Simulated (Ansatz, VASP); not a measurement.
Given: the input of a run of VASP 6.6.1 on Ir.

Contents of POSCAR:

```
Ir
1.0
    2.7141925539      0.0000000000      0.0000000000
   -1.3570962769      2.3505597024      0.0000000000
    0.0000000000      0.0000000000      4.4019813909
Ir
2
Direct
    0.3333333333      0.6666666667      0.2500000000
    0.6666666667      0.3333333333      0.7500000000
```

INCAR.step1

```
SYSTEM = Ir
PREC     = Accurate       ! precision mode
ENCUT    = 520            ! plane-wave cutoff, eV
EDIFF    = 1E-5           ! SCF threshold, eV
ISMEAR   = -1             ! smearing method
SIGMA    = 0.05           ! smearing width, eV
LREAL    = .FALSE.        ! projectors in reciprocal space
LASPH    = .TRUE.         ! aspherical terms in the spheres
NELM     = 80             ! most SCF steps
ALGO     = Normal         ! electronic algorithm
ISIF     = 2              ! what is computed and relaxed
LWAVE    = .TRUE.         ! write WAVECAR
GGA      = PE             ! functional
NBANDS   = 16             ! bands
```

The input INCAR.step2:

```
SYSTEM = Ir
PREC     = Accurate       ! precision mode
ENCUT    = 520            ! plane-wave cutoff, eV
EDIFF    = 1E-6           ! SCF threshold, eV
ISMEAR   = -1             ! smearing method
SIGMA    = 0.05           ! smearing width, eV
LREAL    = .FALSE.        ! projectors in reciprocal space
LASPH    = .TRUE.         ! aspherical terms in the spheres
NELM     = 80             ! most SCF steps
ALGO     = Normal         ! electronic algorithm
ISIF     = 2              ! what is computed and relaxed
LWAVE    = .FALSE.        ! write WAVECAR
LCHARG   = .TRUE.         ! write CHGCAR
GGA      = PE             ! functional
LHFCALC  = .TRUE.         ! exact exchange
AEXX     = 0.25           ! exact-exchange fraction
PRECFOCK = Normal       
LELF     = .TRUE.         ! ELF
LVHAR    = .TRUE.       
ISTART   = 1            
NBANDS   = 16             ! bands
```

File KPOINTS:

```
Automatic mesh
0
G
  6 6 4
  0 0 0
```

Potentials or basis: VASP PAW PBE potentials, release 64 (Ir).

The run is started by

```console
$ cat potpaw_PBE.64/Ir/POTCAR > POTCAR
$ cp INCAR.step1 INCAR
$ mpirun -np 1 vasp_std > vasp.out
$ cp INCAR.step2 INCAR
$ mpirun -np 1 vasp_std > vasp.out
```

Task: Translate it to Ansatz 0.2.0. Potentials there: Ansatz PAW.

Result: As run (the cutoff follows the program's own potentials):

The input input.yaml:

```yaml
crystal:
  lattice:
    - [2.7141925539, 0.0, 0.0]
    - [-1.3570962769, 2.3505597024, 0.0]
    - [0.0, 0.0, 4.4019813909]
  atoms:
    - { symbol: Ir, position: [0.3333333333, 0.6666666667, 0.25] }
    - { symbol: Ir, position: [0.6666666667, 0.3333333333, 0.75] }
hamiltonian:
  xc: pbe0
  pseudopotentials: { kind: paw }
kpoints:
  mp_grid: { grid: [6, 6, 4] }
scf:
  occupations: { method: fermi_dirac, width: 0.05 }
output:
  forces: true
  stress: true
  eigenvalues: true
```

Potentials or basis: Ansatz PAW.

Launch:

```bash
$ ansatz run input.yaml --threads 2 --pin off --max-ram 5632MiB --backend cpu --events-out ev --progress --plain --runs-dir out
```

Both were run:

|  | VASP | Ansatz | Ansatz less VASP |
| --- | --- | --- | --- |
| gap on the k mesh at the Fermi level (eV) | none | none | - |
| pressure (GPa) | 1.8 | -0.6 | -2.35 |
| traceless stress, the component that is largest in VASP (GPa) | -5.23 | -5.23 | +0.001 |

A gap of «none» marks a metal or a gap that the smearing closes. VASP's potentials hold 18 valence electrons a cell and Ansatz's 34, so a difference there can come from the potentials and not from the codes.

The k mesh is coarse, so the values compare programs but aren't converged. Neither program's run includes spin-orbit coupling.
